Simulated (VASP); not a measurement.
# Ta16C in VASP: a series of runs

The runs below take Ta16C through single point, with PBE.

Everything below comes from runs of VASP 6.6.1. Logs are shortened: lines on timing, memory, paths and dates and some standing lists are left out, and cuts for length are marked.

**1. The cell of the first run**

The cell holds a slab with vacuum, 17 atoms: a = 6.638 Å, b = 6.638 Å, c = 20.300 Å, α = 90.00°, β = 90.00°, γ = 90.00°.

**2. Single point, PBE**

The input, INCAR:

```
SYSTEM = Ta16C
PREC = Accurate
ENCUT = 520
EDIFF = 1E-7
ISMEAR = 0
SIGMA = 0.1
LREAL = Auto
LASPH = .TRUE.
NELM = 80
ALGO = Normal
ISIF = 2
LWAVE = .FALSE.
LCHARG = .TRUE.
LDIPOL = .TRUE.
IDIPOL = 3
DIPOL = 0.5 0.5 0.328
GGA = PE
LELF = .TRUE.
LVHAR = .TRUE.
LVACPOTAV = .TRUE.
NBANDS = 104
```

The input, KPOINTS:

```
Automatic mesh
0
G
  4 4 1
  0 0 0
```

The input, POSCAR:

```
Ta16C
1.0
    6.6379342679      0.0000000000      0.0000000000
    0.0000000000      6.6379342679      0.0000000000
    0.0000000000      0.0000000000     20.2996559574
Ta C
16 1
Direct
    0.2500000000      0.2500000000      0.1970476745
    0.2500000000      0.7500000000      0.1970476745
    0.7500000000      0.2500000000      0.1970476745
    0.7500000000      0.7500000000      0.1970476745
    0.0000000000      0.0000000000      0.2787970190
    0.0000000000      0.5000000000      0.2787970190
    0.5000000000      0.0000000000      0.2787970190
    0.5000000000      0.5000000000      0.2787970190
    0.2500000000      0.2500000000      0.3599139064
    0.2500000000      0.7500000000      0.3599139064
    0.7500000000      0.2500000000      0.3599139064
    0.7500000000      0.7500000000      0.3599139064
    0.0000000000      0.0000000000      0.4334879357
    0.0000000000      0.5000000000      0.4334879357
    0.5000000000      0.0000000000      0.4334879357
    0.5000000000      0.5000000000      0.4334879357
    0.1250000000      0.1250000000      0.5033945606
```

Potentials or basis: VASP PAW PBE potentials, release 64 (Ta_pv, C).

The run is started by

```
$ cat potpaw_PBE.64/Ta_pv/POTCAR potpaw_PBE.64/C/POTCAR > POTCAR
$ mpirun -np 1 vasp_std > vasp.out
```

OUTCAR:

```text
SYSTEM = Ta16C
   PREC = Accurate
   ENCUT = 520
   EDIFF = 1E-7
   ISMEAR = 0
   LREAL = Auto
   LASPH = .TRUE.
   NELM = 80
   ISIF = 2
   GGA = PE

 ion  position               nearest neighbor table
   1  0.250  0.250  0.197-   5 2.87   6 2.87   7 2.87   8 2.87   9 3.31   3 3.32   2 3.32   2 3.32
                             3 3.32
   2  0.250  0.750  0.197-   5 2.87   6 2.87   7 2.87   8 2.87  10 3.31   4 3.32   1 3.32   1 3.32
                             4 3.32
   3  0.750  0.250  0.197-   5 2.87   6 2.87   7 2.87   8 2.87  11 3.31   4 3.32   1 3.32   4 3.32
                             1 3.32
   4  0.750  0.750  0.197-   5 2.87   6 2.87   7 2.87   8 2.87  12 3.31   3 3.32   2 3.32   3 3.32
                             2 3.32
   5  0.000  0.000  0.279-   9 2.87  10 2.87  11 2.87  12 2.87   1 2.87   2 2.87   3 2.87   4 2.87
                            13 3.14   7 3.32   6 3.32   6 3.32   7 3.32
   6  0.000  0.500  0.279-   9 2.87  10 2.87  11 2.87  12 2.87   1 2.87   2 2.87   3 2.87   4 2.87
                            14 3.14   8 3.32   5 3.32   5 3.32   8 3.32
   7  0.500  0.000  0.279-   9 2.87  10 2.87  11 2.87  12 2.87   1 2.87   2 2.87   3 2.87   4 2.87
                            15 3.14   8 3.32   5 3.32   8 3.32   5 3.32
   8  0.500  0.500  0.279-   9 2.87  10 2.87  11 2.87  12 2.87   1 2.87   2 2.87   3 2.87   4 2.87
                            16 3.14   7 3.32   6 3.32   7 3.32   6 3.32
   9  0.250  0.250  0.360-  13 2.78  14 2.78  15 2.78  16 2.78   5 2.87   6 2.87   7 2.87   8 2.87
                             1 3.31  10 3.32  11 3.32  10 3.32  11 3.32
  10  0.250  0.750  0.360-  13 2.78  14 2.78  15 2.78  16 2.78   5 2.87   6 2.87   7 2.87   8 2.87
                             2 3.31   9 3.32  12 3.32   9 3.32  12 3.32
  11  0.750  0.250  0.360-  13 2.78  14 2.78  15 2.78  16 2.78   5 2.87   6 2.87   7 2.87   8 2.87
                             3 3.31   9 3.32  12 3.32  12 3.32   9 3.32
  12  0.750  0.750  0.360-  13 2.78  14 2.78  15 2.78  16 2.78   5 2.87   6 2.87   7 2.87   8 2.87
                             4 3.31  10 3.32  11 3.32  11 3.32  10 3.32
  13  0.000  0.000  0.433-  17 1.84  10 2.78  11 2.78  12 2.78   9 2.78   5 3.14  15 3.32  14 3.32
                            14 3.32  15 3.32
  14  0.000  0.500  0.433-   9 2.78  10 2.78  11 2.78  12 2.78   6 3.14  13 3.32  16 3.32  13 3.32
                            16 3.32
  15  0.500  0.000  0.433-   9 2.78  10 2.78  11 2.78  12 2.78   7 3.14  13 3.32  16 3.32  16 3.32
                            13 3.32
  16  0.500  0.500  0.433-   9 2.78  10 2.78  11 2.78  12 2.78   8 3.14  14 3.32  15 3.32  15 3.32
                            14 3.32
  17  0.125  0.125  0.503-  13 1.84

  LATTYP: Found a simple tetragonal cell.
 ALAT       =     6.6379342679
 C/A-ratio  =     3.0581284987

  Lattice vectors:

 A1 = (   6.6379342679,   0.0000000000,   0.0000000000)
 A2 = (   0.0000000000,   6.6379342679,   0.0000000000)
 A3 = (   0.0000000000,   0.0000000000,  20.2996559574)

Analysis of symmetry for initial positions (statically):
=====================================================================
[... 158 lines left out ...]
  Fermi-wavevector in a.u.,A,eV,Ry     =   0.959358  1.812924 12.522370  0.920368
  Thomas-Fermi vector in A             =   2.088547
   LORBIT       =      0    0 simple, 1 ext, 2 COOP (PROOUT), +10 PAW based schemes
   GGA     = PE    functional components
   LHFCALC =     F    Hartree Fock is set to
   AEXX    =    0.0000 exact exchange contribution
   IVDW    =     0    specifies the selected vdW correction
   LEPSILON=     F    determine dielectric tensor
   LRPA    =     F    only Hartree local field effects (RPA)
 non-spin polarized calculation
 Gauss-broadening in eV      SIGMA  =   0.10
  energy-cutoff  :      520.00
  volume of cell :      894.45
 maximum number of plane-waves:     24163
 NGX is ok and might be reduce to    50
   NGX = 25   NGY = 25   NGZ = 75

 dipolmoment           0.000000      0.000000     -2.260039 electrons x Angstroem

 number of electron     179.9999955 magnetization

 dipolmoment           0.000000      0.000000      0.159125 electrons x Angstroem

 Free energy of the ion-electron system (eV)
  ---------------------------------------------------
  ext. energy  EPLUGINS =         0.00000000
  ---------------------------------------------------
  free energy    TOTEN  =      -180.58214217 eV

  energy without entropy =     -180.51132504  energy(sigma->0) =     -180.54673360

 E-fermi :  -0.7706     XC(G=0):  -5.3254

 val. band max:       -0.8038169653   @ k =   0.5000   0.0000   0.0000
 cond. band min:      -0.7464015736   @ k =   0.0000   0.0000   0.0000
 fundamental gap:      0.0574153917
 Fermi energy:        -0.7706122575

 k-point     1 :       0.0000    0.0000    0.0000
  band No.  band energies     occupation
      1     -35.7784      2.00000
      2     -35.7750      2.00000
      3     -35.7694      2.00000
      4     -35.7654      2.00000
      5     -35.7610      2.00000
      6     -35.7531      2.00000
[... 724 lines left out ...]
    101      -0.1466      0.00000
    102      -0.1327      0.00000
 [bands above 102 left out]

------------------------ aborting loop because EDIFF is reached ----------------------------------------

  FORCE on cell =-STRESS in cart. coord.  units (eV):
  Direction    XX          YY          ZZ          XY          YZ          ZX
  --------------------------------------------------------------------------------------
  -------------------------------------------------------------------------------------
  Total      -16.7611008    -16.7611008     -3.1758278      1.2668445      2.9905783      2.9905829
  in kB      -30.0233085    -30.0233085     -5.6886990      2.2692341      5.3568711      5.3568793
  external PRESSURE =     -21.9117720 kB  Pullay stress =       0.0000000 kB

 VOLUME and BASIS-vectors are now :
 -----------------------------------------------------------------------------
  energy-cutoff  :      520.00
  volume of cell :      894.45
      direct lattice vectors                 reciprocal lattice vectors
     6.637934268  0.000000000  0.000000000     0.150649277  0.000000000  0.000000000
     0.000000000  6.637934268  0.000000000     0.000000000  0.150649277  0.000000000
     0.000000000  0.000000000 20.299655957     0.000000000  0.000000000  0.049261919

 POSITION                                       TOTAL-FORCE (eV/Angst)
 -----------------------------------------------------------------------------------
      1.65948      1.65948      4.00000         0.000759      0.000759      1.004714
      1.65948      4.97845      4.00000        -0.051732      0.041440      0.870767
      4.97845      1.65948      4.00000         0.041440     -0.051732      0.870767
      4.97845      4.97845      4.00000         0.118095      0.118095      0.846760
      0.00000      0.00000      5.65948         0.068593      0.068593     -1.439396
      0.00000      3.31897      5.65948         0.056810      0.042158     -0.739092
[... 9 lines left out ...]
      3.31897      3.31897      8.79966         0.209439      0.209439     -0.285858
      0.82974      0.82974     10.21874         2.487171      2.487171      0.117359
 -----------------------------------------------------------------------------------
    total drift:                                0.009785      0.009785      0.007053

  FREE ENERGIE OF THE ION-ELECTRON SYSTEM (eV)
  ---------------------------------------------------
  free  energy   TOTEN  =      -180.5821421660 eV

  energy  without entropy=     -180.5113250363  energy(sigma->0) =     -180.54673360

 vacuum level on the upper side and lower side of the slab         3.907         3.253
```

It took 52 min on 1 thread of Oxide Virtual Turin-like, shared host; peak memory 0.96 GiB.

What came out:

* Free energy: -180.5821 eV
* Largest force: 3.519 eV/Å
* Band gap on the k mesh: zero (bands 90 and 91 overlap by 0.68 eV)

Forces on the atoms (eV/Å):
```
Ta   0.001  0.001  1.005
Ta  -0.052  0.041  0.871
Ta   0.041 -0.052  0.871
Ta   0.118  0.118  0.847
Ta   0.069  0.069 -1.439
Ta   0.057  0.042 -0.739
Ta   0.042  0.057 -0.739
Ta  -0.131 -0.131 -0.849
Ta   0.012  0.012 -0.218
Ta   0.487 -0.420 -0.565
Ta  -0.420  0.487 -0.565
Ta  -0.168 -0.168 -0.101
Ta  -2.015 -2.015 -0.111
Ta   0.136 -0.874  0.951
Ta  -0.874  0.136  0.951
Ta   0.209  0.209 -0.286
C    2.487  2.487  0.117
```

Levels at points of the mesh, in eV from the Fermi level:
```tsv
k point	band 87	band 88	band 89	band 90	band 91	band 92	band 93	band 94
(0.00, 0.00, 0.00)	0.02	0.03	0.14	0.19	0.20	0.36	0.37	0.38
(0.50, 0.00, 0.00)	-0.48	-0.37	-0.28	-0.17	-0.03	0.23	0.27	0.30
(0.50, 0.50, 0.00)	-0.91	-0.87	-0.77	-0.76	-0.49	-0.13	-0.08	-0.07
```

Caveat: spin-orbit coupling is left out, which moves the levels of the heavy elements.

**3. Single point, PBE**

The input, INCAR:

```
PREC = Accurate
ENCUT = 520
EDIFF = 1E-6
ISMEAR = 0
SIGMA = 0.1
LREAL = Auto
LASPH = T
NELM = 80
ALGO = Normal
ISIF = 2
LWAVE = F
LCHARG = F
LDIPOL = T
IDIPOL = 3
DIPOL = 0.5 0.5 0.329
GGA = PE
NBANDS = 104
```

The input, KPOINTS:

```
Automatic mesh
0
Gamma
  4 4 1
```

Edit POSCAR of step 2 so:

```diff
@@ -24,2 +24,2 @@
     0.5000000000      0.5000000000      0.4334879357
-    0.1250000000      0.1250000000      0.5033945606
+    0.0625000000      0.0625000000      0.5211232432
```

Potentials or basis: VASP PAW PBE potentials, release 64 (Ta_pv, C).

The run is started by

```
$ cat potpaw_PBE.64/Ta_pv/POTCAR potpaw_PBE.64/C/POTCAR > POTCAR
$ mpirun -np 1 vasp_std > vasp.out
```

Run time: 60 min. Hardware: 1 thread of Oxide Virtual Turin-like, shared host; peak memory 0.96 GiB.

The run converged. Its results:

```
Free energy            : -179.4902 eV
Largest force          : 1.375 eV/Å
Band gap on the k mesh : zero (bands 90 and 91 overlap by 0.53 eV)
```

Forces in eV/Å, atoms in the order of the input:
```
Ta  -0.076 -0.076  0.944
Ta  -0.052  0.092  0.879
Ta   0.092 -0.052  0.879
Ta   0.098  0.098  0.855
Ta   0.023  0.023 -1.323
Ta   0.041  0.053 -0.770
Ta   0.053  0.041 -0.770
Ta  -0.069 -0.069 -0.679
Ta   0.364  0.364 -0.567
Ta   0.505 -0.463 -0.531
Ta  -0.463  0.505 -0.531
Ta  -0.390 -0.390 -0.283
Ta  -0.448 -0.448  1.220
Ta   0.146 -0.402  0.503
Ta  -0.402  0.146  0.503
Ta   0.054  0.054 -0.450
C    0.523  0.523  0.120
```

Levels at points of the mesh, in eV from the Fermi level:
```csv
k point,band 86,band 87,band 88,band 89,band 90,band 91,band 92,band 93,band 94,band 95
"(0.00, 0.00, 0.00)",-0.09,0.02,0.12,0.15,0.16,0.22,0.35,0.35,0.37,0.52
"(0.50, 0.00, 0.00)",-0.51,-0.49,-0.36,-0.30,-0.16,-0.07,0.08,0.27,0.27,0.28
"(0.50, 0.50, 0.00)",-0.94,-0.94,-0.87,-0.75,-0.57,-0.37,-0.14,-0.08,-0.07,0.04
```

Caveat: spin-orbit coupling is left out, which moves the levels of the heavy elements.

The gap in the log of VASP goes by the Fermi energy; the results here count the filled bands.